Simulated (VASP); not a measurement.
# P in VASP: single point with PBE+D3(BJ)

Aim: the single point of P with PBE+D3(BJ).

Program: VASP 6.6.1. These are calculated values, not measurements. Logs are shortened: lines on timing, memory, paths and dates and some standing lists are left out, and cuts for length are marked.

## (1) The cell of the first run

The cell holds a slab with vacuum, 10 atoms: a = 5.635 Å, b = 19.632 Å, c = 6.326 Å, α = 90.00°, β = 104.66°, γ = 90.00°.

## (2) Single point, PBE+D3(BJ)

INCAR

```
PREC     = Accurate       # precision mode
ENCUT    = 520            # plane-wave cutoff, eV
EDIFF    = 1E-6           # SCF threshold, eV
ISMEAR   = 0              # smearing method
SIGMA    = 0.1            # smearing width, eV
LREAL    = F              # projectors in reciprocal space
LASPH    = T              # aspherical terms in the spheres
NELM     = 100            # most SCF steps
ALGO     = Fast           # electronic algorithm
ISIF     = 2              # what is computed and relaxed
LWAVE    = F              # write WAVECAR
LCHARG   = T              # write CHGCAR
GGA      = PE             # functional
IVDW     = 12             # dispersion correction
LELF     = T              # ELF
LVHAR    = T            
NBANDS   = 36             # bands
```

KPOINTS

```
Automatic mesh
0
Gamma
  4 1 4
```

POSCAR

```
P
1.0
    5.6351172265      0.0000000000      0.0000000000
    0.0000000000     19.6324366611      0.0000000000
   -1.6004025234      0.0000000000      6.1198546024
P
10
Direct
    0.1457963700      0.4126057200      0.6895901400
    0.1722993100      0.4429734400      0.3613995500
    0.1722993100      0.5570265600      0.3613995500
    0.1457963700      0.5873942800      0.6895901400
    0.2271261700      0.5000000000      0.9127918800
    0.5428653400      0.5868854100      0.3304599700
    0.7565435300      0.5579960200      0.6585844400
    0.7565435300      0.4420039800      0.6585844400
    0.5428653400      0.4131145900      0.3304599700
    0.6084892700      0.5000000000      0.1251267000
```

Potentials or basis: VASP PAW PBE potentials, release 64 (P).

Started as:

```console
$ cat potpaw_PBE.64/P/POTCAR > POTCAR
$ mpirun -np 1 vasp_std > vasp.out
```

OUTCAR:

```text
PREC = Accurate
   ENCUT = 520
   EDIFF = 1E-6
   ISMEAR = 0
   LREAL = F
   LASPH = T
   NELM = 100
   ISIF = 2
   GGA = PE
   IVDW = 12
 IVDW          = 12

 ion  position               nearest neighbor table
   1  0.146  0.413  0.690-   5 2.20   2 2.20   8 2.23
   2  0.172  0.443  0.361-   1 2.20   9 2.22   3 2.24
   3  0.172  0.557  0.361-   4 2.20   6 2.22   2 2.24
   4  0.146  0.587  0.690-   5 2.20   3 2.20   7 2.23
   5  0.227  0.500  0.913-   1 2.20   4 2.20  10 2.23   8 2.96   7 2.96
   6  0.543  0.587  0.330-   7 2.19   3 2.22  10 2.23
   7  0.757  0.558  0.659-   6 2.19   4 2.23   8 2.28   5 2.96
   8  0.757  0.442  0.659-   9 2.19   1 2.23   7 2.28   5 2.96
   9  0.543  0.413  0.330-   8 2.19   2 2.22  10 2.23
  10  0.608  0.500  0.125-   5 2.23   6 2.23   9 2.23

  LATTYP: Found a simple monoclinic cell.
 ALAT       =     5.6351172265
 B/A-ratio  =     3.4839446762
 C/A-ratio  =     1.1225418285
 COS(beta)  =    -0.2530018749

  Lattice vectors:

 A1 = (   5.6351172265,   0.0000000000,   0.0000000000)
 A2 = (   0.0000000000,  19.6324366611,   0.0000000000)
 A3 = (  -1.6004025234,   0.0000000000,   6.1198546024)

Analysis of symmetry for initial positions (statically):
=====================================================================
 Subroutine PRICEL returns:
 Original cell was already a primitive cell.

 Routine SETGRP: Setting up the symmetry group for a
 simple monoclinic supercell.

 Subroutine GETGRP returns: Found  2 space group operations
 (whereof  2 operations were pure point group operations)
 out of a pool of  4 trial point group operations.

The static configuration has the point symmetry C_1h.

Analysis of symmetry for dynamics (positions and initial velocities):
=====================================================================
 Subroutine PRICEL returns:
 Original cell was already a primitive cell.

 Routine SETGRP: Setting up the symmetry group for a
 simple monoclinic supercell.

 Subroutine GETGRP returns: Found  2 space group operations
 (whereof  2 operations were pure point group operations)
 out of a pool of  4 trial point group operations.

The dynamic configuration has the point symmetry C_1h.

 Subroutine INISYM returns: Found  2 space group operations
 (whereof  2 operations are pure point group operations),
 and found     1 'primitive' translations

[... 103 lines left out ...]
   POTIM  = 0.5000    time-step for ionic-motion
   TEBEG  =    0.0;   TEEND  =   0.0 temperature during run
   PSTRESS=    0.0 pullay stress
   NELECT =      50.0000    total number of electrons
   NUPDOWN=      -1.0000    fix difference up-down
   EMIN   =  10.00;   EMAX   =-10.00  energy-range for DOS
   EFERMI =   0.00;   METHOD = LEGACY
   ISMEAR =     0;   SIGMA  =   0.10  broadening in eV -4-tet -1-fermi 0-gaus
   EFERMI_NEDOS =   21; number of points for ismear=-14 and -15
   IALGO  =     68    algorithm
   IMIX   =      4    mixing-type and parameters
     AMIX     =   0.40;   BMIX     =  1.00
     AMIX_MAG =   1.60;   BMIX_MAG =  1.00
  volume/ion in A,a.u.               =      67.70       456.89
  Fermi-wavevector in a.u.,A,eV,Ry     =   0.686845  1.297949  6.418631  0.471756
  Thomas-Fermi vector in A             =   1.767190
   LORBIT       =      0    0 simple, 1 ext, 2 COOP (PROOUT), +10 PAW based schemes
   GGA     = PE    functional components
   LHFCALC =     F    Hartree Fock is set to
   AEXX    =    0.0000 exact exchange contribution
   IVDW    =    12    specifies the selected vdW correction
   LEPSILON=     F    determine dielectric tensor
   LRPA    =     F    only Hartree local field effects (RPA)
 non-spin polarized calculation
 RMM-DIIS sequential band-by-band and
 Gauss-broadening in eV      SIGMA  =   0.10
  energy-cutoff  :      520.00
  volume of cell :      677.05
 maximum number of plane-waves:     18263
 NGX is ok and might be reduce to    42
   NGX = 21   NGY = 73   NGZ = 23

 number of electron      49.9999999 magnetization

 Free energy of the ion-electron system (eV)
  ---------------------------------------------------
  ext. energy  EPLUGINS =         0.00000000
  ---------------------------------------------------
  free energy    TOTEN  =       -53.41960288 eV

  energy without entropy =      -53.41960288  energy(sigma->0) =      -53.41960288

 E-fermi :  -1.4889     XC(G=0):  -3.3908

 val. band max:       -1.9865766266   @ k =   0.0000   0.0000   0.0000
 cond. band min:      -0.7489361736   @ k =   0.5000   0.0000   0.5000
 fundamental gap:      1.2376404530
 Fermi energy:        -1.4889400429

 k-point     1 :       0.0000    0.0000    0.0000
  band No.  band energies     occupation
      1     -17.0712      2.00000
      2     -14.9692      2.00000
      3     -14.5851      2.00000
      4     -13.8349      2.00000
      5     -13.7019      2.00000
      6     -12.6355      2.00000
[... 379 lines left out ...]
     35       1.8808      0.00000
     36       1.9779      0.00000

------------------------ aborting loop because EDIFF is reached ----------------------------------------

 Edisp (eV)   -2.45381

 E8    (eV) :    -0.9867

  FORCE on cell =-STRESS in cart. coord.  units (eV):
  Direction    XX          YY          ZZ          XY          YZ          ZX
  --------------------------------------------------------------------------------------
  -------------------------------------------------------------------------------------
  Total      -0.76892     0.82522    -0.27504     0.00000     0.00000     0.06032
  in kB      -1.81958     1.95282    -0.65085     0.00000     0.00000     0.14274
  external pressure =       -0.17 kB  Pullay stress =        0.00 kB

 VOLUME and BASIS-vectors are now :
 -----------------------------------------------------------------------------
  energy-cutoff  :      520.00
  volume of cell :      677.05
      direct lattice vectors                 reciprocal lattice vectors
     5.635117227  0.000000000  0.000000000     0.177458598  0.000000000  0.046407179
     0.000000000 19.632436661  0.000000000     0.000000000  0.050936112  0.000000000
    -1.600402523  0.000000000  6.119854602     0.000000000  0.000000000  0.163402575

 POSITION                                       TOTAL-FORCE (eV/Angst)
 -----------------------------------------------------------------------------------
     -0.28204      8.10046      4.22019         0.149842     -0.177055      0.060086
      0.39254      8.69665      2.21171        -0.143182      0.025028     -0.195676
      0.39254     10.93579      2.21171        -0.143182     -0.025028     -0.195676
     -0.28204     11.53198      4.22019         0.149842      0.177055      0.060086
     -0.18095      9.81622      5.58615        -0.229622     -0.000000      0.151216
      2.53024     11.52199      2.02237         0.062989      0.145116     -0.117074
      3.20921     10.95482      4.03044        -0.124048     -0.074619      0.204600
      3.20921      8.67762      4.03044        -0.124048      0.074619      0.204600
      2.53024      8.11045      2.02237         0.062989     -0.145116     -0.117074
      3.22866      9.81622      0.76576         0.338420     -0.000000     -0.055087
 -----------------------------------------------------------------------------------
    total drift:                               -0.000382     -0.000000     -0.000103

  FREE ENERGIE OF THE ION-ELECTRON SYSTEM (eV)
  ---------------------------------------------------
  free  energy   TOTEN  =       -55.8734164939 eV

  energy  without entropy=      -55.8734164939  energy(sigma->0) =      -55.87341649
```

OSZICAR:

```text
N       E                     dE             d eps       ncg     rms          rms(c)
DAV:   1     0.348606006551E+03    0.34861E+03   -0.16060E+04   720   0.100E+03
DAV:   2    -0.438890532329E+01   -0.35299E+03   -0.34003E+03  1072   0.188E+02
DAV:   3    -0.523455069340E+02   -0.47957E+02   -0.47568E+02   856   0.740E+01
DAV:   4    -0.539440331892E+02   -0.15985E+01   -0.15894E+01   984   0.166E+01
[... 14 lines left out ...]
RMM:  19    -0.534195878126E+02   -0.19845E-04   -0.92745E-07   629   0.228E-03    0.451E-04
RMM:  20    -0.534195984281E+02   -0.10616E-04   -0.52016E-07   517   0.188E-03    0.227E-04
RMM:  21    -0.534196011251E+02   -0.26970E-05   -0.16083E-07   393   0.129E-03    0.260E-04
RMM:  22    -0.534196025686E+02   -0.14435E-05   -0.98829E-08   367   0.113E-03    0.707E-05
RMM:  23    -0.534196028796E+02   -0.31098E-06   -0.28510E-08   274   0.972E-04
   1 F= -.55873416E+02 E0= -.55873416E+02  d E =-.619935E-13
```

stdout:

```text
POSCAR found type information on POSCAR P
 POSCAR found :  1 types and      10 ions
 scaLAPACK will be used
 LDA part: xc-table for (Slater+PW92), standard interpolation
 POSCAR, INCAR and KPOINTS ok, starting setup
 FFT: planning ... GRIDC
 FFT: planning ... GRID_SOFT
 FFT: planning ... GRID
 WAVECAR not read
 entering main loop
```

Wall time 14 min (1 thread of Intel Xeon Platinum 8375C at 2.90GHz (Ice Lake), shared host); peak memory 0.71 GiB.

What came out:

```
Free energy                : -55.8734 eV
Largest force              : 0.343 eV/Å
Band gap on the k mesh     : 1.24 eV (least direct gap 1.66 eV)
Dispersion energy per atom : -0.245 eV
```

Forces in eV/Å, atoms in the order of the input:
```
P    0.150 -0.177  0.060
P   -0.143  0.025 -0.196
P   -0.143 -0.025 -0.196
P    0.150  0.177  0.060
P   -0.230  0.000  0.151
P    0.063  0.145 -0.117
P   -0.124 -0.075  0.205
P   -0.124  0.075  0.205
P    0.063 -0.145 -0.117
P    0.338  0.000 -0.055
```
